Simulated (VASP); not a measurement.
Runs of VASP 6.6.1 on NaF. The structure is that of space group Fm-3m (No. 225), or close to it. The cells are those of the table. 

| level | cell | k mesh | smearing | gap on the mesh (eV) | pressure (GPa) |
| --- | --- | --- | --- | --- | --- |
| PBE | a = 3.261 Å, angles 58.4°, 2 atoms | 10 × 10 × 10 | fermi-dirac 0.02 eV | 6.54 | 5.1 |
| PBE | a = 3.241, b = 3.241, c = 3.249 Å, angles 59.9, 59.9, 60.2°, 2 atoms | 6 × 6 × 6 | gaussian 0.01 eV | 6.47 | 3.8 |
| PBE | a = 3.232 Å, angles 60.0°, 2 atoms | 10 × 10 × 10 | fermi-dirac 0.02 eV | 6.53 | 4.5 |
| PBE | a = 3.241, b = 3.241, c = 3.249 Å, angles 59.9, 59.9, 60.2°, 2 atoms | 10 × 10 × 10 | fermi-dirac 0.02 eV | 6.47 | 3.8 |
| r2SCAN | a = 3.232 Å, angles 60.0°, 2 atoms | 10 × 10 × 10 | gaussian 0.01 eV | (a) | 0.0 |
| PBE | a = 3.261 Å, angles 58.4°, 2 atoms | 6 × 6 × 6 | gaussian 0.01 eV | 6.54 | 5.1 |
| PBE | a = 3.249, b = 3.200, c = 3.200 Å, angles 61.0, 59.5, 59.5°, 2 atoms | 10 × 10 × 10 | fermi-dirac 0.02 eV | 6.61 | 5.7 |
| PBE | a = 3.249 Å, angles 60.0°, 2 atoms | 6 × 6 × 6 | gaussian 0.01 eV | 6.44 | 3.5 |
| r2SCAN | a = 3.249 Å, angles 60.0°, 2 atoms | 10 × 10 × 10 | gaussian 0.01 eV | 7.32 | -0.9 |
| PBE | a = 3.249, b = 3.200, c = 3.200 Å, angles 61.0, 59.5, 59.5°, 2 atoms | 6 × 6 × 6 | gaussian 0.01 eV | 6.61 | 5.7 |
| PBE | a = 3.232 Å, angles 60.0°, 2 atoms | 6 × 6 × 6 | gaussian 0.01 eV | 6.53 | 4.5 |
| PBE | a = 3.249 Å, angles 60.0°, 2 atoms | 10 × 10 × 10 | fermi-dirac 0.02 eV | 6.44 | 3.5 |

Alike in all rows: task single point; potentials or basis VASP PAW PBE potentials, release 64 (Na_pv, F); no spin polarisation; cutoff (eV) 520.

Q: Fill in the values left out.

A: (a) 7.41.

Caveats: the PAW data sets were made with another functional, which shifts forces and pressure a little (some runs).

A k mesh can miss the band edges.
